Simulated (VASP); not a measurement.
Input of a VASP 6.6.1 run:

File INCAR:

```
PREC = Accurate
ENCUT = 520
EDIFF = 1E-7
ISMEAR = 0
SIGMA = 0.2
LREAL = F
LASPH = T
NELM = 60
ALGO = Normal
ISIF = 2
LWAVE = F
LCHARG = T
GGA = PE
LELF = T
LVHAR = T
NBANDS = 28
```

KPOINTS

```
Automatic mesh
0
Gamma
  6 6 2
```

POSCAR

```
MgTiN
1.0
    3.3253704418      0.0000000000      0.0000000000
   -1.6626852209      2.8798552796      0.0000000000
    0.0000000000      0.0000000000     10.5297718575
Mg Ti N
2 2 2
Direct
    0.0000000000      1.0000000000      0.0000000000
    0.0000000000      1.0000000000      0.5000000000
    0.6666666667      0.3333333333      0.2500000000
    0.6666666667      0.3333333333      0.7500000000
    0.3333333333      0.6666666667      0.2500000000
    0.3333333333      0.6666666667      0.7500000000
```

Potentials or basis: VASP PAW PBE potentials, release 64 (Mg, Ti_sv, N).

Launch:

```sh
$ cat potpaw_PBE.64/Mg/POTCAR potpaw_PBE.64/Ti_sv/POTCAR potpaw_PBE.64/N/POTCAR > POTCAR
$ mpirun -np 1 vasp_std > vasp.out
```

(1) Estimate the pressure.

(2) Predict the band gap on the k mesh.

Answers

(1) 0.0 GPa.

(2) zero (band 19 reaches 5.86 eV, above the bottom of band 20 at 4.37 eV).

Caveat: the k points lie up to 0.36 Å⁻¹ apart.
